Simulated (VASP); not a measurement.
Input of a VASP 6.6.1 run:

The input INCAR:

```
PREC     = Accurate       # precision mode
ENCUT    = 500            # plane-wave cutoff, eV
EDIFF    = 1E-8           # SCF threshold, eV
ISMEAR   = 0              # smearing method
SIGMA    = 0.01           # smearing width, eV
LREAL    = F              # projectors in reciprocal space
LASPH    = T              # aspherical terms in the spheres
NELM     = 120            # most SCF steps
ALGO     = Normal         # electronic algorithm
ISIF     = 3              # what is computed and relaxed
LWAVE    = F              # write WAVECAR
LCHARG   = F              # write CHGCAR
GGA      = CA             # functional
NBANDS   = 17             # bands
IBRION   = 6              # ionic algorithm
NFREE    = 2            
POTIM    = 0.015          # step
NSW      = 1              # ionic steps
GGA_COMPAT= F
```

KPOINTS

```
regular mesh
0
Gamma
  8 8 8
```

The input POSCAR:

```
TlBr
1.0
    3.7780000000      0.0000000000      0.0000000000
    0.0000000000      3.7780000000      0.0000000000
    0.0000000000      0.0000000000      3.7780000000
Tl Br
1 1
Direct
    0.0000000000      0.0000000000      0.0000000000
    0.5000000000      0.5000000000      0.5000000000
```

Potentials or basis: VASP PAW LDA potentials, release 64 (Tl_d, Br).

Command:

```bash
$ cat potpaw_LDA.64/Tl_d/POTCAR potpaw_LDA.64/Br/POTCAR > POTCAR
$ mpirun -np 1 vasp_std > vasp.out
```

Task: What does it give for the elastic constants C11, C12, C44?

Result: 58, 33, 19 GPa.

Task: Estimate the Voigt bulk modulus.

Result: 41 GPa.

Task: What does it give for the highest phonon frequency at Γ, LO-TO splitting left out?

Result: 61 cm⁻¹.

Elastic tensor in Voigt notation (GPa, in the Cartesian axes of the cell as first typed):
```
58 33 33  0  0  0
33 58 33  0  0  0
33 33 58  0  0  0
 0  0  0 19  0  0
 0  0  0  0 19  0
 0  0  0  0  0 19
```

Caveat: the cell is under stress, which shifts elastic constants.
